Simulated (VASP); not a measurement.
Wanted: the native input for a VASP 6.6.1 run.

```yaml
Task: single point
Functional: LDA
Potentials_or_basis: VASP PAW LDA potentials, release 64 (Cu_sv_GW, O)
Cutoff: 700 eV
k_mesh: 8 × 8 × 7
Occupations: gaussian, width 0.05 eV
Spin: collinear spin, ferromagnetic start
Starting_moments: "[0.44, 0.67] μB"
Hubbard_terms: Cu d U = 6.0 eV
Dipole_correction: no
Second_run: valence_matched
Further_INCAR_settings: ALGO = Normal; EDIFF = 1e-06; NBANDS = 24
```

The structure of CuO lies in POSCAR:

```
CuO
1.0
    2.8363251100      0.0000000000      0.0000000000
   -1.4181625500      2.4563296000      0.0000000000
    0.0000000000      0.0000000000      2.7681127800
Cu O
1 1
Direct
    0.0000000000      0.0000000000      0.0000000000
    0.6666666667      0.3333333333      0.5000000000
```

One way to write it, as run:

INCAR

```
PREC = Accurate
ENCUT = 700
EDIFF = 1E-6
ISMEAR = 0
SIGMA = 0.05
LREAL = F
LASPH = T
NELM = 200
ALGO = Normal
ISIF = 2
LWAVE = F
LCHARG = F
ISPIN = 2
MAGMOM = 0.44 0.67
LORBIT = 11
LMAXMIX = 4
LDAU = T
LDAUTYPE = 2
LDAUL = 2 -1
LDAUU = 6 0
LDAUJ = 0 0
LDAUPRINT = 1
NBANDS = 24
GGA_COMPAT = F
```

KPOINTS

```
Automatic mesh
0
Gamma
  8 8 7
```

Potentials or basis: VASP PAW LDA potentials, release 64 (Cu_sv_GW, O).

Launch:

```console
$ cat potpaw_LDA.64/Cu_sv_GW/POTCAR potpaw_LDA.64/O/POTCAR > POTCAR
$ mpirun -np 1 vasp_std > vasp.out
```

It gave:

```yaml
Pressure: -18.1 GPa
Band_gap_on_the_k_mesh: zero (filled and empty bands overlap)
Net_moment: 1.00 μB per cell
Site_moments: Cu +0.50; O +0.47 μB
Valence_electrons_inside_the_program's_atomic_spheres: Cu 17.51; O 4.86
```

Caveat: a cell with one magnetic atom can't hold antiferromagnetic order, which such compounds often take.

Wall time 54 s on 1 thread of Intel(R) Xeon(R) Platinum 8375C CPU @ 2.90GHz (Ice Lake), on a shared host, peak memory 0.18 GiB.
